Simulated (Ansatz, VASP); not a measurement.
AlN in VASP and in Ansatz

File INCAR:

```
ALGO     = Normal         # electronic algorithm
EDIFF    = 1E-6           # SCF threshold, eV
ENCUT    = 600            # plane-wave cutoff, eV
GGA      = PS             # functional
GGA_COMPAT= F            
ISIF     = 2              # what is computed and relaxed
ISMEAR   = 0              # smearing method
LASPH    = T              # aspherical terms in the spheres
LCHARG   = F              # write CHGCAR
LREAL    = F              # projectors in reciprocal space
LWAVE    = F              # write WAVECAR
NBANDS   = 11             # bands
NELM     = 120            # most SCF steps
PREC     = Accurate       # precision mode
SIGMA    = 0.01           # smearing width, eV
```

File KPOINTS:

```
k-points
0
Gamma
  8 8 8
```

File POSCAR:

```
AlN
1.0
    0.0000000000      2.1886899471      2.1886899471
    2.1886899471      0.0000000000      2.1886899471
    2.1886899471      2.1886899471      0.0000000000
Al N
1 1
Direct
    0.0000000000      0.0000000000      0.0000000000
    0.2500000000      0.2500000000      0.2500000000
```

Input for Ansatz:

```yaml
crystal:
  lattice:
    - [0.0, 2.1886899471, 2.1886899471]
    - [2.1886899471, 0.0, 2.1886899471]
    - [2.1886899471, 2.1886899471, 0.0]
  atoms:
    - { symbol: Al, position: [0.0, 0.0, 0.0] }
    - { symbol: "N", position: [0.25, 0.25, 0.25] }
basis: {}
kpoints:
  mp_grid: { grid: [8, 8, 8] }
  band_path:
    path:
      - [0.0, 0.0, 0.0]
      - [0.0, 0.0, 0.0]
      - [0.5, 0.5, 0.0]
      - [0.5, 0.5, 0.5]
      - [0.0041800899, 0.0041800899, 0.0]
      - [-0.0041800899, -0.0041800899, 0.0]
      - [0.004826752, 0.004826752, 0.004826752]
      - [-0.004826752, -0.004826752, -0.004826752]
      - [0.0041800899, 0.0041800899, 0.0]
      - [-0.0041800899, -0.0041800899, 0.0]
      - [0.5041800899, 0.5041800899, 0.0]
      - [0.4958199101, 0.4958199101, 0.0]
      - [0.5, 0.5041800899, 0.0041800899]
      - [0.5, 0.4958199101, -0.0041800899]
      - [0.504826752, 0.504826752, 0.504826752]
      - [0.495173248, 0.495173248, 0.495173248]
      - [0.4970442301, 0.5029557699, 0.5]
      - [0.5029557699, 0.4970442301, 0.5]
    npoints: 1
hamiltonian:
  xc: pbesol
  pseudopotentials: { kind: all_electron, lapw: {} }
scf:
  occupations: { method: fixed }
  n_extra_bands: 5
output:
  forces: true
  stress: true
  eigenvalues: true
```

Alike in both runs: task single point; functional PBEsol; k mesh 8 × 8 × 8; no spin polarisation.

```csv
,VASP,Ansatz
version,VASP 6.6.1,Ansatz 0.2.0
potentials or method,"VASP PAW PBE potentials, release 64 (Al, N), cutoff 600 eV","scalar-relativistic, all-electron LAPW"
occupations,"gaussian, width 0.01 eV",fixed
```

|  | VASP | Ansatz | Ansatz less VASP |
| --- | --- | --- | --- |
| gap on the k mesh at the Fermi level (eV) | 3.18 | 3.19 | +0.003 |
| least direct gap on the mesh (eV) | 4.08 | 4.07 | -0.007 |
| pressure (GPa) | -0.1 | -0.1 | +0.01 |

VASP's potentials were made for PBE, not for PBEsol. Ansatz ran all-electron here, and VASP with PAW potentials.
